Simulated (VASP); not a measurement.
# Co in VASP: further runs

Co is run at these levels: LDA; tasks: single point.

Program: VASP 6.6.1. These are calculated values, not measurements. Logs are shortened: lines on timing, memory, paths and dates and some standing lists are left out, and cuts for length are marked.

### 1 The cell of the first run

It takes space group P6_3/mmc (No. 194, hexagonal). The conventional cell has a = 2.429 Å, b = 2.429 Å, c = 3.918 Å, α = 90.00°, β = 90.00°, γ = 120.00°. Within 3.2 Å of Co (site symmetry -6m2) lie 12 Co at 2.41 to 2.43 Å.

### 2 Single point, LDA, collinear spin, ferromagnetic start

Contents of INCAR:

```
ALGO = Fast
EDIFF = 1E-6
ENCUT = 520
GGA = CA
ISIF = 2
ISMEAR = 0
ISPIN = 2
LASPH = T
LCHARG = F
LMAXMIX = 4
LORBIT = 11
LREAL = F
LWAVE = F
MAGMOM = 1.72 1.72
NBANDS = 20
NELM = 150
PREC = Accurate
SIGMA = 0.15
```

Contents of KPOINTS:

```
k-points
0
Gamma
  24 24 12
```

Contents of POSCAR:

```
Co
1.0
    2.4287596817      0.0000000000      0.0000000000
   -1.2143798408      2.1033675840      0.0000000000
    0.0000000000      0.0000000000      3.9177515245
Co
2
Direct
    0.6666666667      0.3333333333      0.2500065247
    0.3333333333      0.6666666667      0.7499934753
```

Potentials or basis: VASP PAW LDA potentials, release 64 (Co).

Command:

```sh
> cat potpaw_LDA.64/Co/POTCAR > POTCAR
> mpirun -np 1 vasp_std > vasp.out
```

OUTCAR:

```text
EDIFF = 1E-6
   ENCUT = 520
   GGA = CA
   ISIF = 2
   ISMEAR = 0
   ISPIN = 2
   LASPH = T
   LORBIT = 11
   LREAL = F
   NELM = 150
   PREC = Accurate

 ion  position               nearest neighbor table
   1  0.667  0.333  0.250-   2 2.41   2 2.41   2 2.41   2 2.41   2 2.41   2 2.41
   2  0.333  0.667  0.750-   1 2.41   1 2.41   1 2.41   1 2.41   1 2.41   1 2.41

  LATTYP: Found a hexagonal cell.
 ALAT       =     2.4287596817
 C/A-ratio  =     1.6130667657

  Lattice vectors:

 A1 = (   2.4287596817,   0.0000000000,   0.0000000000)
 A2 = (  -1.2143798408,   2.1033675840,   0.0000000000)
 A3 = (   0.0000000000,   0.0000000000,   3.9177515245)

Analysis of symmetry for initial positions (statically):
=====================================================================
 Subroutine PRICEL returns:
 Original cell was already a primitive cell.

 Routine SETGRP: Setting up the symmetry group for a
 hexagonal supercell.

 Subroutine GETGRP returns: Found 12 space group operations
 (whereof 12 operations were pure point group operations)
 out of a pool of 24 trial point group operations.

The static configuration has the point symmetry D_3d.

Analysis of symmetry for dynamics (positions and initial velocities):
=====================================================================
 Subroutine PRICEL returns:
 Original cell was already a primitive cell.

 Routine SETGRP: Setting up the symmetry group for a
 hexagonal supercell.

 Subroutine GETGRP returns: Found 12 space group operations
 (whereof 12 operations were pure point group operations)
 out of a pool of 24 trial point group operations.

The dynamic configuration has the point symmetry D_3d.

Analysis of structural, dynamic, and magnetic symmetry:
=====================================================================
 Subroutine PRICEL returns:
 Original cell was already a primitive cell.

 Routine SETGRP: Setting up the symmetry group for a
 hexagonal supercell.

 Subroutine GETGRP returns: Found 12 space group operations
 (whereof 12 operations were pure point group operations)
 out of a pool of 24 trial point group operations.

The overall configuration has the point symmetry D_3d.

 Subroutine INISYM returns: Found 12 space group operations
 (whereof 12 operations are pure point group operations),
 and found     1 'primitive' translations

----------------------------------------------------------------------------------------

                                     Primitive cell

  volume of cell :      20.0141

  direct lattice vectors                    reciprocal lattice vectors
     2.428759682  0.000000000  0.000000000     0.411732790  0.237714037  0.000000000
    -1.214379841  2.103367584  0.000000000     0.000000000  0.475428074  0.000000000
     0.000000000  0.000000000  3.917751524     0.000000000  0.000000000  0.255248449

  length of vectors
     2.428759682  2.428759682  3.917751524     0.475428074  0.475428074  0.255248449

  position of ions in fractional coordinates (direct lattice)
     0.666666667  0.333333333  0.250006525
     0.333333333  0.666666667  0.749993475

  ion indices of the primitive-cell ions
   primitive index   ion index
                 1           1
                 2           2

----------------------------------------------------------------------------------------

 KPOINTS: k-points

Automatic generation of k-mesh.
 Grid dimensions read from file:
 generate k-points for:   24   24   12

 Generating k-lattice:

  Cartesian coordinates                     Fractional coordinates (reciprocal lattice)
     0.017155533  0.009904752  0.000000000     0.041666667  0.000000000  0.000000000
     0.000000000  0.019809503  0.000000000     0.000000000  0.041666667  0.000000000
     0.000000000  0.000000000  0.021270704     0.000000000  0.000000000  0.083333333

  Length of vectors
     0.019809503  0.019809503  0.021270704

  Shift w.r.t. Gamma in fractional coordinates (k-lattice)
     0.000000000  0.000000000  0.000000000

 Subroutine IBZKPT returns following result:
 ===========================================

 Found    667 irreducible k-points:

 Following reciprocal coordinates:
            Coordinates               Weight
  0.000000  0.000000  0.000000      1.000000
  0.041667 -0.000000  0.000000      6.000000
  0.083333 -0.000000  0.000000      6.000000
  0.125000 -0.000000  0.000000      6.000000
  0.166667 -0.000000  0.000000      6.000000
  0.208333 -0.000000  0.000000      6.000000
[... 16 lines left out ...]
  0.416667  0.041667  0.000000     12.000000
  0.458333  0.041667  0.000000     12.000000
 [... further k-points ...]
   k-points           NKPTS =    667   k-points in BZ     NKDIM =    667   number of bands    NBANDS=     20
   number of dos      NEDOS =    301   number of ions     NIONS =      2
   total plane-waves  NPLWV =   9720
   dimension x,y,z NGX =    18 NGY =   18 NGZ =   30
   dimension x,y,z NGXF=    36 NGYF=   36 NGZF=   60
   ions per type =               2
   NGX,Y,Z   is equivalent  to a cutoff of  12.32, 12.32, 12.73 a.u.
   NGXF,Y,Z  is equivalent  to a cutoff of  24.64, 24.64, 25.46 a.u.
 SYSTEM =  unknown system
   PREC   = accura    normal or accurate (medium, high low for compatibility)
   ISTART =      0    job   : 0-new  1-cont  2-samecut
   ICHARG =      2    charge: 1-file 2-atom 10-const
   ISPIN  =      2    spin polarized calculation?
   LNONCOLLINEAR =      F non collinear calculations
   LSORBIT =      F    spin-orbit coupling
   LASPH  =      T    aspherical Exc in radial PAW
   ENCUT  =  520.0 eV  38.22 Ry    6.18 a.u.   4.52  4.52  7.28*2*pi/ulx,y,z
   NELM   =    150;   NELMIN=  2; NELMDL= -5     # of ELM steps
   EDIFF  = 0.1E-05   stopping-criterion for ELM
   LREAL  =      F    real-space projection
   EDIFFG = 0.1E-04   stopping-criterion for IOM
   NSW    =      0    number of steps for IOM
   IBRION =     -1    ionic relax: 0-MD 1-quasi-New 2-CG
   NFREE  =      0    steps in history (QN), initial steepest desc. (CG)
   ISIF   =      2    stress and relaxation
   ISYM   =      2    0-nonsym 1-usesym 2-fastsym
   POTIM  = 0.5000    time-step for ionic-motion
   TEBEG  =    0.0;   TEEND  =   0.0 temperature during run
   PSTRESS=    0.0 pullay stress
   NELECT =      18.0000    total number of electrons
   NUPDOWN=      -1.0000    fix difference up-down
   EMIN   =  10.00;   EMAX   =-10.00  energy-range for DOS
   EFERMI =   0.00;   METHOD = LEGACY
   ISMEAR =     0;   SIGMA  =   0.15  broadening in eV -4-tet -1-fermi 0-gaus
   EFERMI_NEDOS =   21; number of points for ismear=-14 and -15
   IALGO  =     68    algorithm
   IMIX   =      4    mixing-type and parameters
     AMIX     =   0.40;   BMIX     =  1.00
     AMIX_MAG =   1.60;   BMIX_MAG =  1.00
  volume/ion in A,a.u.               =      10.01        67.53
  Fermi-wavevector in a.u.,A,eV,Ry     =   1.580229  2.986201 33.975446  2.497125
  Thomas-Fermi vector in A             =   2.680489
   LORBIT       =     11    0 simple, 1 ext, 2 COOP (PROOUT), +10 PAW based schemes
   GGA     = CA    functional components
   LHFCALC =     F    Hartree Fock is set to
   AEXX    =    0.0000 exact exchange contribution
   IVDW    =     0    specifies the selected vdW correction
   LEPSILON=     F    determine dielectric tensor
   LRPA    =     F    only Hartree local field effects (RPA)
 spin polarized calculation
 RMM-DIIS sequential band-by-band and
 Gauss-broadening in eV      SIGMA  =   0.15
  energy-cutoff  :      520.00
  volume of cell :       20.01
 maximum number of plane-waves:       559
   NGX =  9   NGY =  9   NGZ = 15

 number of electron      17.9999992 magnetization       2.9693000

 Free energy of the ion-electron system (eV)
  ---------------------------------------------------
  ext. energy  EPLUGINS =         0.00000000
  ---------------------------------------------------
  free energy    TOTEN  =       -16.26115280 eV

  energy without entropy =      -16.24130045  energy(sigma->0) =      -16.25122663

 E-fermi :  11.0835     XC(G=0): -14.2187

 val. band max:       11.0812917317   @ k =   0.3333   0.0417   0.4167
 cond. band min:      11.0860770571   @ k =  -0.1250   0.3333   0.2500
 fundamental gap:      0.0047853254
 Fermi energy:        11.0834934272

 spin component 1

 k-point     1 :       0.0000    0.0000    0.0000
  band No.  band energies     occupation
      1       1.7258      1.00000
      2       5.6605      1.00000
      3       8.5385      1.00000
      4       8.5527      1.00000
      5       8.5527      1.00000
      6       8.9201      1.00000
[... 12 lines left out ...]
     19      38.3692      0.00000
     20      38.3692      0.00000

 k-point     2 :       0.0417   -0.0000    0.0000
  band No.  band energies     occupation
      1       1.7908      1.00000
      2       5.7016      1.00000
      3       8.4219      1.00000
      4       8.5854      1.00000
      5       8.6593      1.00000
      6       8.9031      1.00000
[... 498 lines left out ...]
 k-point    24 :       0.4583    0.0417    0.0000
  band No.  band energies     occupation
      1       6.0702      1.00000
      2       6.1618      1.00000
      3       6.4130      1.00000
      4       8.3599      1.00000
      5       8.4579      1.00000
      6       8.6361      1.00000
[... 12 lines left out ...]
     19      35.1433      0.00000
     20      36.9661      0.00000

 [... further k-points ...]

 spin component 2

 k-point     1 :       0.0000    0.0000    0.0000
  band No.  band energies     occupation
      1       1.9111      1.00000
      2       6.5230      1.00000
      3       9.9093      1.00000
      4       9.9137      1.00000
      5       9.9137      1.00000
      6      10.3263      1.00000
[... 12 lines left out ...]
     19      38.7982      0.00000
     20      38.7982      0.00000

 k-point     2 :       0.0417   -0.0000    0.0000
  band No.  band energies     occupation
      1       1.9764      1.00000
      2       6.5679      1.00000
      3       9.7718      1.00000
      4       9.9488      1.00000
      5      10.0377      1.00000
      6      10.3057      1.00000
[... 498 lines left out ...]
 k-point    24 :       0.4583    0.0417    0.0000
  band No.  band energies     occupation
      1       6.9195      1.00000
      2       7.1521      1.00000
      3       7.4564      1.00000
      4       9.1494      1.00000
      5       9.7145      1.00000
      6       9.8898      1.00000
[... 12 lines left out ...]
     19      35.6611      0.00000
     20      37.3323      0.00000

 [... further k-points ...]
[... 5 lines left out ...]
  --------------------------------------------------------------------------------------
  -------------------------------------------------------------------------------------
  Total       -0.1410277     -0.1410277     -0.1669260     -0.0000000      0.0000000      0.0000000
  in kB      -11.2895936    -11.2895936    -13.3628165     -0.0000000      0.0000000      0.0000000
  external PRESSURE =     -11.9806679 kB  Pullay stress =       0.0000000 kB

 VOLUME and BASIS-vectors are now :
 -----------------------------------------------------------------------------
  energy-cutoff  :      520.00
  volume of cell :       20.01
      direct lattice vectors                 reciprocal lattice vectors
     2.428759682  0.000000000  0.000000000     0.411732790  0.237714037  0.000000000
    -1.214379841  2.103367584  0.000000000     0.000000000  0.475428074  0.000000000
     0.000000000  0.000000000  3.917751524     0.000000000  0.000000000  0.255248449

 POSITION                                       TOTAL-FORCE (eV/Angst)
 -----------------------------------------------------------------------------------
      1.21438      0.70112      0.97946         0.000000      0.000000     -0.000470
     -0.00000      1.40225      2.93829        -0.000000     -0.000000      0.000470
 -----------------------------------------------------------------------------------
    total drift:                                0.000000     -0.000000     -0.000000

  FREE ENERGIE OF THE ION-ELECTRON SYSTEM (eV)
  ---------------------------------------------------
  free  energy   TOTEN  =       -16.2611528047 eV

  energy  without entropy=      -16.2413004460  energy(sigma->0) =      -16.25122663

 total charge

# of ion       s       p       d       tot
------------------------------------------
    1        0.523   0.589   7.338   8.451
    2        0.523   0.589   7.338   8.451
--------------------------------------------------
tot          1.046   1.179  14.677  16.902

 magnetization (x)

# of ion       s       p       d       tot
------------------------------------------
    1       -0.013  -0.039   1.530   1.478
    2       -0.013  -0.039   1.530   1.478
--------------------------------------------------
tot         -0.027  -0.078   3.061   2.956
```

Wall time 4.8 min (1 thread of Intel Xeon Platinum 8488C (Sapphire Rapids), shared host); peak memory 0.43 GiB.

What came out:

```yaml
Free_energy: -16.2612 eV
Pressure: -1.2 GPa
Net_moment: 2.97 μB per cell
Site_moments: Co +1.48 μB
Valence_electrons_inside_the_program's_atomic_spheres: Co 8.45
```

Levels at points of the mesh, in eV from the Fermi level:
Spin up:
```csv
k point,band 7,band 8,band 9,band 10,band 11,band 12,band 13,band 14
"(0.00, 0.00, 0.00)",-2.16,-1.77,-1.77,-0.49,-0.49,-0.05,7.26,22.65
"(0.50, 0.00, 0.00)",-2.07,-0.35,-0.22,-0.17,1.69,3.86,10.41,11.15
"(0.00, 0.00, 0.50)",-2.61,-2.61,-0.84,-0.84,-0.84,-0.84,16.09,16.10
"(0.50, 0.00, 0.50)",-0.83,-0.83,-0.24,-0.24,1.81,1.81,8.13,8.13
```
Spin down:
```
           k point  band 4  band 5  band 6  band 7  band 8  band 9  band 10  band 11
(0.00, 0.00, 0.00)   -1.17   -1.17   -0.76   -0.76   -0.31   -0.31     0.12     1.07
(0.50, 0.00, 0.00)   -1.88   -1.36   -1.19   -0.74    1.22    1.37     1.41     2.81
(0.00, 0.00, 0.50)   -1.74   -1.25   -1.25   -1.25   -1.25    0.69     0.69     0.69
(0.50, 0.00, 0.50)   -2.69   -0.17   -0.17    0.32    0.32    1.33     1.33     2.48
```

[end of part 1 of 2]
